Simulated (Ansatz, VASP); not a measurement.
**Lu: VASP beside Ansatz**

The input INCAR:

```
SYSTEM = Lu
PREC = Accurate
ENCUT = 520
EDIFF = 1E-6
ISMEAR = -1
SIGMA = 0.03
LREAL = .FALSE.
LASPH = .TRUE.
NELM = 100
ALGO = Normal
ISIF = 2
LWAVE = .FALSE.
LCHARG = .FALSE.
GGA = PE
NBANDS = 32
```

KPOINTS

```
regular mesh
0
G
  13 13 8
  0 0 0
```

POSCAR

```
Lu
1.0
    3.4863418112      0.0000000000      0.0000000000
   -1.7431709056      3.0192605749      0.0000000000
    0.0000000000      0.0000000000      5.5292391428
Lu
2
Direct
    0.3333333333      0.6666666667      0.2500000000
    0.6666666667      0.3333333333      0.7500000000
```

Input for Ansatz:

```yaml
crystal:
  lattice:
    - [3.4863418112, 0.0, 0.0]
    - [-1.7431709056, 3.0192605749, 0.0]
    - [0.0, 0.0, 5.5292391428]
  atoms:
    - { symbol: Lu, position: [0.3333333333, 0.6666666667, 0.25] }
    - { symbol: Lu, position: [0.6666666667, 0.3333333333, 0.75] }
kpoints:
  mp_grid: { grid: [13, 13, 8] }
scf:
  occupations: { method: fermi_dirac, width: 0.03 }
hamiltonian:
  xc: pbe
  pseudopotentials: { kind: all_electron, lapw: { basis_error: 0.0005 } }
output:
  forces: true
  stress: true
  eigenvalues: true
```

Change from the starting cell: volume scaled by 0.98.

Alike in both runs: task single point; functional PBE; k mesh 13 × 13 × 8; occupations fermi-dirac, width 0.03 eV; no spin polarisation.

|  | VASP | Ansatz |
| --- | --- | --- |
| version | VASP 6.6.1 | Ansatz 0.2.0 |
| potentials or method | VASP PAW PBE potentials, release 64 (Lu), cutoff 520 eV | all-electron LAPW, scalar-relativistic |

|  | VASP | Ansatz | Ansatz less VASP |
| --- | --- | --- | --- |
| pressure (GPa) | 0.4 | 0.0 | -0.43 |
| traceless stress, the component that is largest in VASP (GPa) | -0.82 | -0.81 | +0.001 |

Ansatz ran all-electron here, and VASP with PAW potentials.

Spin-orbit coupling is off throughout.
